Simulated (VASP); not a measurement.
Runs of VASP 6.6.1 on PbF2. The structure is that of space group Fm-3m (No. 225), or close to it. The cells are those of the table. 

| cell | gap on the mesh (eV) | pressure (GPa) |
| --- | --- | --- |
| a = 4.169, b = 4.169, c = 4.137 Å, angles 60.3, 60.3, 59.5°, 3 atoms | 4.89 | 1.6 |
| a = 4.170, b = 4.170, c = 4.074 Å, angles 60.8, 60.8, 58.5°, 3 atoms | 4.78 | 3.0 |
| a = 4.169, b = 4.169, c = 4.200 Å, angles 59.8, 59.8, 60.5°, 3 atoms | (c) | 0.4 |
| a = 4.263, b = 4.263, c = 4.200 Å, angles 60.5, 60.5, 59.0°, 3 atoms | 4.87 | (a) |
| a = 4.202, b = 4.202, c = 4.074 Å, angles 61.0, 61.0, 58.0°, 3 atoms | (b) | 1.6 |

Alike in all rows: task single point; level r2SCAN; potentials or basis VASP PAW PBE potentials, release 64 (Pb_d, F); no spin polarisation; k mesh 8 × 8 × 8; cutoff (eV) 520; smearing gaussian 0.05 eV.

Task: Estimate the missing entries.

Result: (a) -2.9; (b) 4.73; (c) 4.86.

Caveats: the PAW data sets were made with another functional, which shifts forces and pressure a little; spin-orbit coupling is left out, which moves the levels of the heavy elements.

A k mesh can miss the band edges, and the runs leave out spin-orbit coupling on Pb.
